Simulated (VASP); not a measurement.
Set up this calculation in VASP 6.6.1, as the native input.

- Task: relaxation of cell and atoms
- Functional: PBE
- Potentials or basis: VASP PAW PBE potentials, release 64 (Tb_3, W_sv, O), 4f in core
- Cutoff: 600 eV
- k mesh: 4 × 4 × 4
- Occupations: gaussian, width 0.2 eV
- Spin: no spin polarisation
- Dipole correction: no
- Further INCAR settings: ALGO = Normal; EDIFF = 1e-07; IBRION = 2; EDIFFG = -0.08; NSW = 36; ISIF = 3

The structure of Tb4WO lies in POSCAR:

```
Tb4WO
1.0
   -2.6920839700      2.6920839700      5.5634547200
    2.6920839700     -2.6920839700      5.5634547200
    2.6920839700      2.6920839700     -5.5634547200
Tb W O
4 1 1
Direct
    0.7500000000      0.2500000000      0.5000000000
    0.2500000000      0.7500000000      0.5000000000
    0.3312213200      0.3312213200      0.0000000000
    0.6687786800      0.6687786800      0.0000000000
    0.0000000000      0.0000000000      0.0000000000
    0.5000000000      0.5000000000      0.0000000000
```

The cell was generated, and may not be a known phase.

One way to write it, as run:

INCAR

```
SYSTEM = Tb4WO
PREC = Accurate
ENCUT = 600
EDIFF = 1E-7
ISMEAR = 0
SIGMA = 0.2
LREAL = .False.
LASPH = .True.
NELM = 200
ALGO = Normal
ISIF = 3
LWAVE = .False.
LCHARG = .False.
GGA = PE
IBRION = 2
NSW = 36
EDIFFG = -0.08
GGA_COMPAT = .False.
NELMIN = 4
LMAXMIX = 6
```

KPOINTS

```
regular mesh
0
Gamma
  4 4 4
  0 0 0
```

Potentials or basis: VASP PAW PBE potentials, release 64 (Tb_3, W_sv, O), 4f in core.

The run is started by

```sh
$ cat potpaw_PBE.64/Tb_3/POTCAR potpaw_PBE.64/W_sv/POTCAR potpaw_PBE.64/O/POTCAR > POTCAR
$ mpirun -np 1 vasp_std > vasp.out
```

Results of the run:

```
Relaxed volume                        : 32.36 Å³/atom
Relaxed cell                          : a = 6.567 Å, b = 6.567 Å, c = 6.567 Å, α = 121.91°, β = 121.91°, γ = 86.73°
Space group after relaxing (to 0.1 Å) : I4/mmm (No. 139)
Energy gained by relaxing             : 514.3 meV/atom
Ionic steps                           : 15
Pressure after relaxing               : -0.1 GPa
Largest force after relaxing          : 0.044 eV/Å
Band gap on the k mesh                : zero (bands 28 and 29 overlap by 0.49 eV)
```

Caveat: the volume moved by over 15 % at a fixed basis, so the end points are rough; spin-orbit coupling is left out, which moves the levels of the heavy elements; the 4f electrons are frozen in the core, so they carry no moment and show no levels; the run has no spin polarisation, though such a crystal can be magnetic; the relaxation stopped at a loose force limit of 0.08 eV/Å, so its end isn't a converged minimum.

It took 38 min on 1 thread of AMD EPYC 7R43 64-Core Processor (Zen 3), with other jobs on the host, peak memory 0.5 GiB.
